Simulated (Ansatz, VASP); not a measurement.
## One calculation of Ga4N, two programs

```xyz
5
Lattice="3.7830 0.0000 0.0000 0.0000 3.7830 0.0000 0.0000 0.0000 5.9185" Properties=species:S:1:pos:R:3 pbc="T T T"
Ga    1.8915    0.0000    1.5453
Ga    0.0000    1.8915    4.3732
Ga    1.8915    0.0000    4.3732
Ga    0.0000    1.8915    1.5453
N     0.0000    0.0000    0.0000
```

Change from the starting cell: ordered vacancies on the anion sites of antifluorite (P4/mmm, No. 123).

Alike in both runs: functional PBE; k mesh 10 × 10 × 6; occupations gaussian, width 0.1 eV; no spin polarisation.

Ansatz relaxed the structure, and its values are those at the end. VASP's run is a single point on that final structure, the one shown.

|  | VASP | Ansatz |
| --- | --- | --- |
| version | VASP 6.6.1 | Ansatz 0.2.0 |
| potentials or method | VASP PAW PBE potentials, release 64 (Ga_d, N), cutoff 520 eV | scalar-relativistic, plane waves, PAW |
| valence electrons in the cell | 57 | 57 |

|  | VASP | Ansatz | Ansatz less VASP |
| --- | --- | --- | --- |
| gap on the k mesh at the Fermi level (eV) | none | none | - |
| pressure (GPa) | 0.1 | 0.0 | -0.13 |
| rms of the force components (eV/Å) | 0.005 | 0.001 | -0.0043 |

A gap of «none» marks a metal or a gap that the smearing closes.
